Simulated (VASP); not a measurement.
# HfSi3O8 (P-4m2) in VASP: notebook

Runs on HfSi3O8. Level: PBE. Tasks: single point.

Everything below comes from runs of VASP 6.6.1. Logs are shortened: lines on timing, memory, paths and dates and some standing lists are left out, and cuts for length are marked.

### 1 The cell of the first run

It takes space group P-4m2 (No. 115, tetragonal). Conventional cell: a = 5.508 Å, b = 5.508 Å, c = 7.961 Å, α = 90.00°, β = 90.00°, γ = 90.00°. Within 2.6 Å of Hf (site symmetry -4m2) lie 4 O at 1.93 Å. Si (site symmetry -4m2) has 4 O at 1.63 Å within 2.2 Å. Within 2.2 Å of Si (site symmetry 2mm) lie 4 O at 1.62 to 1.63 Å. O (site symmetry m) has 2 Si at 1.63 Å within 2.2 Å. Within 2.2 Å of O (site symmetry m) lie 1 Si at 1.62 Å and 1 Hf at 1.93 Å.

### 2 Single point, PBE

INCAR reads:

```
PREC = Accurate ; ENCUT = 520
EDIFF = 1E-6 ; ISMEAR = 0
SIGMA = 0.1 ; LREAL = F
LASPH = T ; NELM = 80
ALGO = Normal ; ISIF = 2
LWAVE = F ; LCHARG = F
GGA = PE ; NBANDS = 47
```

KPOINTS reads:

```
Automatic mesh
0
Gamma
  4 4 4
```

POSCAR reads:

```
HfSi3O8
1.0
    5.5081168597      0.0000000000      0.0000000000
    0.0000000000      5.5081168597      0.0000000000
    0.0000000000      0.0000000000      7.9614387228
Hf Si O
1 3 8
Direct
    0.5000000000      0.5000000000      0.0000000000
    0.0000000000      0.0000000000      0.5000000000
    0.5000000000      0.0000000000      0.2794436519
    0.0000000000      0.5000000000      0.7205563481
    0.2509280866      0.0000000000      0.3910026042
    0.7664382257      0.5000000000      0.8434359834
    0.7490719134      0.0000000000      0.3910026042
    0.2335617743      0.5000000000      0.8434359834
    0.0000000000      0.7490719134      0.6089973958
    0.5000000000      0.2335617743      0.1565640166
    0.0000000000      0.2509280866      0.6089973958
    0.5000000000      0.7664382257      0.1565640166
```

Potentials or basis: VASP PAW PBE potentials, release 64 (Hf_pv, Si, O).

The run is started by

```console
$ cat potpaw_PBE.64/Hf_pv/POTCAR potpaw_PBE.64/Si/POTCAR potpaw_PBE.64/O/POTCAR > POTCAR
$ mpirun -np 1 vasp_std > vasp.out
```

OUTCAR:

```text
PREC = Accurate
   ENCUT = 520
   EDIFF = 1E-6
   ISMEAR = 0
   LREAL = F
   LASPH = T
   NELM = 80
   ISIF = 2
   GGA = PE

 ion  position               nearest neighbor table
   1  0.500  0.500  0.000-   6 1.93   8 1.93  10 1.93  12 1.93
   2  0.000  0.000  0.500-   5 1.63   7 1.63   9 1.63  11 1.63
   3  0.500  0.000  0.279-  10 1.62  12 1.62   5 1.63   7 1.63
   4  0.000  0.500  0.721-   6 1.62   8 1.62   9 1.63  11 1.63
   5  0.251  0.000  0.391-   2 1.63   3 1.63
   6  0.766  0.500  0.843-   4 1.62   1 1.93
   7  0.749  0.000  0.391-   2 1.63   3 1.63
   8  0.234  0.500  0.843-   4 1.62   1 1.93
   9  0.000  0.749  0.609-   2 1.63   4 1.63
  10  0.500  0.234  0.157-   3 1.62   1 1.93
  11  0.000  0.251  0.609-   2 1.63   4 1.63
  12  0.500  0.766  0.157-   3 1.62   1 1.93

  LATTYP: Found a simple tetragonal cell.
 ALAT       =     5.5081168597
 C/A-ratio  =     1.4454012007

  Lattice vectors:

 A1 = (   5.5081168597,   0.0000000000,   0.0000000000)
 A2 = (   0.0000000000,   5.5081168597,   0.0000000000)
 A3 = (   0.0000000000,   0.0000000000,   7.9614387228)

Analysis of symmetry for initial positions (statically):
=====================================================================
 Subroutine PRICEL returns:
 Original cell was already a primitive cell.

 Routine SETGRP: Setting up the symmetry group for a
 simple tetragonal supercell.

 Subroutine GETGRP returns: Found  8 space group operations
 (whereof  8 operations were pure point group operations)
 out of a pool of 16 trial point group operations.

The static configuration has the point symmetry D_2d.

Analysis of symmetry for dynamics (positions and initial velocities):
=====================================================================
 Subroutine PRICEL returns:
 Original cell was already a primitive cell.

 Routine SETGRP: Setting up the symmetry group for a
 simple tetragonal supercell.

 Subroutine GETGRP returns: Found  8 space group operations
 (whereof  8 operations were pure point group operations)
 out of a pool of 16 trial point group operations.

The dynamic configuration has the point symmetry D_2d.

[... 116 lines left out ...]
   NFREE  =      0    steps in history (QN), initial steepest desc. (CG)
   ISIF   =      2    stress and relaxation
   ISYM   =      2    0-nonsym 1-usesym 2-fastsym
   POTIM  = 0.5000    time-step for ionic-motion
   TEBEG  =    0.0;   TEEND  =   0.0 temperature during run
   PSTRESS=    0.0 pullay stress
   NELECT =      70.0000    total number of electrons
   NUPDOWN=      -1.0000    fix difference up-down
   EMIN   =  10.00;   EMAX   =-10.00  energy-range for DOS
   EFERMI =   0.00;   METHOD = LEGACY
   ISMEAR =     0;   SIGMA  =   0.10  broadening in eV -4-tet -1-fermi 0-gaus
   EFERMI_NEDOS =   21; number of points for ismear=-14 and -15
   IALGO  =     38    algorithm
   IMIX   =      4    mixing-type and parameters
     AMIX     =   0.40;   BMIX     =  1.00
     AMIX_MAG =   1.60;   BMIX_MAG =  1.00
  volume/ion in A,a.u.               =      20.13       135.84
  Fermi-wavevector in a.u.,A,eV,Ry     =   1.083365  2.047263 15.968889  1.173680
  Thomas-Fermi vector in A             =   2.219429
   LORBIT       =      0    0 simple, 1 ext, 2 COOP (PROOUT), +10 PAW based schemes
   GGA     = PE    functional components
   LHFCALC =     F    Hartree Fock is set to
   AEXX    =    0.0000 exact exchange contribution
   IVDW    =     0    specifies the selected vdW correction
   LEPSILON=     F    determine dielectric tensor
   LRPA    =     F    only Hartree local field effects (RPA)
 non-spin polarized calculation
 Gauss-broadening in eV      SIGMA  =   0.10
  energy-cutoff  :      520.00
  volume of cell :      241.54
 maximum number of plane-waves:      6548
 NGX is ok and might be reduce to    42
   NGX = 21   NGY = 21   NGZ = 29

 number of electron      69.9999986 magnetization

 Free energy of the ion-electron system (eV)
  ---------------------------------------------------
  ext. energy  EPLUGINS =         0.00000000
  ---------------------------------------------------
  free energy    TOTEN  =      -100.70995893 eV

  energy without entropy =     -100.70995893  energy(sigma->0) =     -100.70995893

 E-fermi :  -1.0618     XC(G=0):  -7.0560

 val. band max:       -1.5950482466   @ k =   0.5000   0.0000   0.5000
 cond. band min:       3.0769625553   @ k =   0.0000   0.0000   0.0000
 fundamental gap:      4.6720108019
 Fermi energy:        -1.0617884346

 k-point     1 :       0.0000    0.0000    0.0000
  band No.  band energies     occupation
      1     -30.4414      2.00000
      2     -30.4414      2.00000
      3     -30.4169      2.00000
      4     -20.6260      2.00000
      5     -19.7585      2.00000
      6     -19.0842      2.00000
[... 889 lines left out ...]
     46       7.5676      0.00000
     47       7.6345      0.00000

------------------------ aborting loop because EDIFF is reached ----------------------------------------

  FORCE on cell =-STRESS in cart. coord.  units (eV):
  Direction    XX          YY          ZZ          XY          YZ          ZX
  --------------------------------------------------------------------------------------
  -------------------------------------------------------------------------------------
  Total       -0.2733172     -0.2733172     -0.0836774      0.0000000      0.0000000      0.0000000
  in kB       -1.8129247     -1.8129247     -0.5550360      0.0000000      0.0000000      0.0000000
  external PRESSURE =      -1.3936284 kB  Pullay stress =       0.0000000 kB

 VOLUME and BASIS-vectors are now :
 -----------------------------------------------------------------------------
  energy-cutoff  :      520.00
  volume of cell :      241.54
      direct lattice vectors                 reciprocal lattice vectors
     5.508116860  0.000000000  0.000000000     0.181550251  0.000000000  0.000000000
     0.000000000  5.508116860  0.000000000     0.000000000  0.181550251  0.000000000
     0.000000000  0.000000000  7.961438723     0.000000000  0.000000000  0.125605438

 POSITION                                       TOTAL-FORCE (eV/Angst)
 -----------------------------------------------------------------------------------
      2.75406      2.75406      0.00000         0.000000      0.000000     -0.000000
      0.00000      0.00000      3.98072         0.000000      0.000000     -0.000000
      2.75406      0.00000      2.22477         0.000000      0.000000      0.026735
      0.00000      2.75406      5.73667         0.000000      0.000000     -0.026735
      1.38214      0.00000      3.11294         0.010220      0.000000     -0.005054
      4.22163      2.75406      6.71496        -0.156402      0.000000      0.122670
      4.12598      0.00000      3.11294        -0.010220      0.000000     -0.005054
      1.28649      2.75406      6.71496         0.156402      0.000000      0.122670
      0.00000      4.12598      4.84850         0.000000     -0.010220      0.005054
      2.75406      1.28649      1.24647         0.000000      0.156402     -0.122670
      0.00000      1.38214      4.84850         0.000000      0.010220      0.005054
      2.75406      4.22163      1.24647         0.000000     -0.156402     -0.122670
 -----------------------------------------------------------------------------------
    total drift:                                0.000000     -0.000000      0.000000

  FREE ENERGIE OF THE ION-ELECTRON SYSTEM (eV)
  ---------------------------------------------------
  free  energy   TOTEN  =      -100.7099589309 eV

  energy  without entropy=     -100.7099589309  energy(sigma->0) =     -100.70995893
```

stdout:

```text
POSCAR found type information on POSCAR HfSiO
 POSCAR found :  3 types and      12 ions
 scaLAPACK will be used
 LDA part: xc-table for (Slater+PW92), standard interpolation
 POSCAR, INCAR and KPOINTS ok, starting setup
 FFT: planning ... GRIDC
 FFT: planning ... GRID_SOFT
 FFT: planning ... GRID
 WAVECAR not read
 entering main loop
```

Run time: 2.1 min. Hardware: 1 thread of Intel Xeon 6975P-C (Granite Rapids), shared host; peak memory 0.41 GiB.

What came out:

```yaml
Free_energy: -100.7100 eV
Pressure: -0.1 GPa
Largest_force: 0.199 eV/Å
Band_gap_on_the_k_mesh: 4.67 eV (least direct gap 4.72 eV)
```

Forces on the atoms (eV/Å):
```
Hf   0.000  0.000  0.000
Si   0.000  0.000  0.000
Si   0.000  0.000  0.027
Si   0.000  0.000 -0.027
O    0.010  0.000 -0.005
O   -0.156  0.000  0.123
O   -0.010  0.000 -0.005
O    0.156  0.000  0.123
O    0.000 -0.010  0.005
O    0.000  0.156 -0.123
O    0.000  0.010  0.005
O    0.000 -0.156 -0.123
```

Levels at points of the mesh, in eV from the valence-band top:
| k point | band 31 | band 32 | band 33 | band 34 | band 35 | band 36 | band 37 | band 38 | band 39 | band 40 |
| --- | --- | --- | --- | --- | --- | --- | --- | --- | --- | --- |
| (0.00, 0.00, 0.00) | -0.70 | -0.70 | -0.11 | -0.05 | -0.05 | 4.67 | 6.39 | 6.51 | 6.60 | 7.34 |
| (0.50, 0.00, 0.00) | -0.94 | -0.83 | -0.46 | -0.45 | -0.11 | 5.86 | 6.35 | 6.44 | 6.71 | 6.74 |
| (0.50, 0.50, 0.00) | -1.22 | -0.81 | -0.72 | -0.72 | -0.59 | 6.06 | 6.40 | 6.92 | 6.92 | 7.07 |
| (0.00, 0.00, 0.50) | -0.50 | -0.46 | -0.46 | -0.17 | -0.17 | 5.32 | 5.81 | 6.31 | 6.53 | 6.66 |
| (0.50, 0.00, 0.50) | -1.12 | -1.00 | -0.79 | -0.18 | 0.00 | 5.96 | 6.28 | 6.60 | 6.78 | 6.82 |
| (0.50, 0.50, 0.50) | -0.89 | -0.81 | -0.79 | -0.61 | -0.61 | 6.15 | 6.57 | 6.87 | 6.87 | 6.99 |

Caveat: spin-orbit coupling is left out, which moves the levels of the heavy elements.

### 3 Single point, PBE

INCAR reads:

```
  ALGO = Normal
  EDIFF = 1E-6
  ENCUT = 520
  GGA = PE
  ISIF = 2
  ISMEAR = 0
  LASPH = True
  LCHARG = False
  LREAL = False
  LWAVE = False
  NBANDS = 47
  NELM = 80
  PREC = Accurate
  SIGMA = 0.02
```

KPOINTS reads:

```
k-points
0
Gamma
  4 4 4
```

POSCAR reads:

```
HfSi3O8
1.0
    5.5014547111      0.0000000000      0.0000000000
    0.0000000000      5.5014547111      0.0000000000
    0.0000000000      0.0000000000      7.9863920793
Hf Si O
1 3 8
Direct
    0.5000000000      0.5000000000      0.0000000000
    0.0000000000      0.0000000000      0.5000000000
    0.5000000000      0.0000000000      0.2792896828
    0.0000000000      0.5000000000      0.7207103172
    0.2509380238      0.0000000000      0.3909149093
    0.7662351302      0.5000000000      0.8433803158
    0.7490619762      0.0000000000      0.3909149093
    0.2337648698      0.5000000000      0.8433803158
    0.0000000000      0.7490619762      0.6090850907
    0.5000000000      0.2337648698      0.1566196842
    0.0000000000      0.2509380238      0.6090850907
    0.5000000000      0.7662351302      0.1566196842
```

Potentials or basis: VASP PAW PBE potentials, release 64 (Hf_pv, Si, O).

The run is started by

```console
$ cat potpaw_PBE.64/Hf_pv/POTCAR potpaw_PBE.64/Si/POTCAR potpaw_PBE.64/O/POTCAR > POTCAR
$ mpirun -np 1 vasp_std > vasp.out
```

OUTCAR:

```text
EDIFF = 1E-6
   ENCUT = 520
   GGA = PE
   ISIF = 2
   ISMEAR = 0
   LASPH = True
   LREAL = False
   NELM = 80
   PREC = Accurate

 ion  position               nearest neighbor table
   1  0.500  0.500  0.000-   6 1.93   8 1.93  10 1.93  12 1.93
   2  0.000  0.000  0.500-   5 1.63   7 1.63   9 1.63  11 1.63
   3  0.500  0.000  0.279-  10 1.62  12 1.62   5 1.63   7 1.63
   4  0.000  0.500  0.721-   6 1.62   8 1.62   9 1.63  11 1.63
   5  0.251  0.000  0.391-   2 1.63   3 1.63
   6  0.766  0.500  0.843-   4 1.62   1 1.93
[... 1120 lines left out ...]
  external PRESSURE =      -2.4588463 kB  Pullay stress =       0.0000000 kB

 VOLUME and BASIS-vectors are now :
 -----------------------------------------------------------------------------
  energy-cutoff  :      520.00
  volume of cell :      241.72
      direct lattice vectors                 reciprocal lattice vectors
     5.501454711  0.000000000  0.000000000     0.181770105  0.000000000  0.000000000
     0.000000000  5.501454711  0.000000000     0.000000000  0.181770105  0.000000000
     0.000000000  0.000000000  7.986392079     0.000000000  0.000000000  0.125212986

 POSITION                                       TOTAL-FORCE (eV/Angst)
 -----------------------------------------------------------------------------------
      2.75073      2.75073      0.00000         0.000000      0.000000     -0.000000
      0.00000      0.00000      3.99320         0.000000      0.000000     -0.000000
      2.75073      0.00000      2.23052         0.000000      0.000000      0.039185
      0.00000      2.75073      5.75588         0.000000      0.000000     -0.039185
      1.38052      0.00000      3.12200         0.003376      0.000000     -0.003817
      4.21541      2.75073      6.73557        -0.147593      0.000000      0.124708
      4.12093      0.00000      3.12200        -0.003376      0.000000     -0.003817
      1.28605      2.75073      6.73557         0.147593      0.000000      0.124708
      0.00000      4.12093      4.86439         0.000000     -0.003376      0.003817
      2.75073      1.28605      1.25083         0.000000      0.147593     -0.124708
      0.00000      1.38052      4.86439         0.000000      0.003376      0.003817
      2.75073      4.21541      1.25083         0.000000     -0.147593     -0.124708
 -----------------------------------------------------------------------------------
    total drift:                                0.000000     -0.000000      0.000000

  FREE ENERGIE OF THE ION-ELECTRON SYSTEM (eV)
  ---------------------------------------------------
  free  energy   TOTEN  =      -100.7105063359 eV

  energy  without entropy=     -100.7105063359  energy(sigma->0) =     -100.71050634
```

Run time: 2.1 min. Hardware: 1 thread of Intel Xeon 6975P-C (Granite Rapids), shared host; peak memory 0.41 GiB.

Results:

| Quantity | Value |
| --- | --- |
| Free energy | -100.7105 eV |
| Pressure | -0.2 GPa |
| Largest force | 0.193 eV/Å |
| Band gap on the k mesh | 4.66 eV (least direct gap 4.71 eV) |

Forces in eV/Å, atoms in the order of the input:
```
Hf   0.000  0.000  0.000
Si   0.000  0.000  0.000
Si   0.000  0.000  0.039
Si   0.000  0.000 -0.039
O    0.003  0.000 -0.004
O   -0.148  0.000  0.125
O   -0.003  0.000 -0.004
O    0.148  0.000  0.125
O    0.000 -0.003  0.004
O    0.000  0.148 -0.125
O    0.000  0.003  0.004
O    0.000 -0.148 -0.125
```

Caveat: spin-orbit coupling is left out, which moves the levels of the heavy elements.
